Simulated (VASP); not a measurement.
Set up this calculation in VASP 6.6.1, as the native input.

* Task: single point
* Functional: PBE
* Potentials or basis: VASP PAW PBE potentials, release 64 (Lu, Ag, O)
* Cutoff: 520 eV
* k mesh: 10 × 8 × 6
* Occupations: gaussian, width 0.1 eV
* Spin: no spin polarisation
* Dipole correction: no
* Further INCAR settings: ALGO = Normal; EDIFF = 1e-06; NBANDS = 47

The structure of LuAg3O3 lies in POSCAR:

```
LuAg3O3
1.0
    3.4793909049      0.0000000000      0.0109590031
    0.0000000000      4.4784820320      0.0000000000
   -1.4561854379      0.0000000000      6.7585053989
Lu Ag O
1 3 3
Direct
    0.4862823812      0.0000000000      0.5187075509
    0.9581078070      0.0000000000      0.0022075573
    0.8636732789      0.5000000000      0.2496100452
    0.3543170529      0.5000000000      0.8493542832
    0.8858459126      0.0000000000      0.2934734877
    0.0704873845      0.0000000000      0.7211688353
    0.4592862130      0.5000000000      0.5134782604
```

The input as run:

INCAR

```
SYSTEM = LuAg3O3
  PREC = Accurate
  ENCUT = 520
  EDIFF = 1E-6
  ISMEAR = 0
  SIGMA = 0.1
  LREAL = .FALSE.
  LASPH = .TRUE.
  NELM = 100
  ALGO = Normal
  ISIF = 2
  LWAVE = .FALSE.
  LCHARG = .FALSE.
  GGA = PE
  NBANDS = 47
```

KPOINTS

```
regular mesh
0
G
  10 8 6
  0 0 0
```

Potentials or basis: VASP PAW PBE potentials, release 64 (Lu, Ag, O).

Command:

```console
$ cat potpaw_PBE.64/Lu/POTCAR potpaw_PBE.64/Ag/POTCAR potpaw_PBE.64/O/POTCAR > POTCAR
$ mpirun -np 1 vasp_std > vasp.out
```

It gave:

```yaml
Pressure: 0.1 GPa
Largest_force: 0.086 eV/Å
Band_gap_on_the_k_mesh: zero (bands 38 and 39 overlap by 0.05 eV)
```

Caveat: semilocal functionals underestimate gaps, and a narrow one can read as zero; spin-orbit coupling is left out, which moves the levels of the heavy elements.

It took 29 min on 1 thread of Intel Xeon 8259CL (shared host), peak memory 0.76 GiB.
